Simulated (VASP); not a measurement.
A run of VASP 6.6.1 is set up as follows.

File INCAR:

```
ALGO     = Normal         # electronic algorithm
EDIFF    = 1E-6           # SCF threshold, eV
ENCUT    = 500            # plane-wave cutoff, eV
GGA      = RP             # functional
GGA_COMPAT= F            
ISIF     = 2              # what is computed and relaxed
ISMEAR   = -1             # smearing method
LASPH    = T              # aspherical terms in the spheres
LCHARG   = T              # write CHGCAR
LELF     = T              # ELF
LREAL    = F              # projectors in reciprocal space
LVHAR    = T            
LWAVE    = F              # write WAVECAR
NBANDS   = 34             # bands
NELM     = 120            # most SCF steps
PREC     = Accurate       # precision mode
SIGMA    = 0.1            # smearing width, eV
```

KPOINTS

```
k-points
0
Gamma
  6 6 6
```

The input POSCAR:

```
HfRu3
1.0
    3.9557730000      0.0000000000      0.0000000000
    0.0000000000      3.9557730000      0.0000000000
    0.0000000000      0.0000000000      3.9557730000
Hf Ru
1 3
Direct
    0.0000000000      0.0000000000      0.0000000000
    0.5000000000      0.5000000000      0.0000000000
    0.0000000000      0.5000000000      0.5000000000
    0.5000000000      0.0000000000      0.5000000000
```

Potentials or basis: VASP PAW PBE potentials, release 64 (Hf_pv, Ru_pv).

Run with:

```bash
$ cat potpaw_PBE.64/Hf_pv/POTCAR potpaw_PBE.64/Ru_pv/POTCAR > POTCAR
$ mpirun -np 1 vasp_std > vasp.out
```

Predict the band gap on the k mesh.

zero (bands 26 and 27 overlap by 2.94 eV).

What does it give for the pressure?

2.4 GPa.

Caveat: the PAW data sets were made with another functional, which shifts forces and pressure a little; spin-orbit coupling is left out, which moves the levels of the heavy elements.
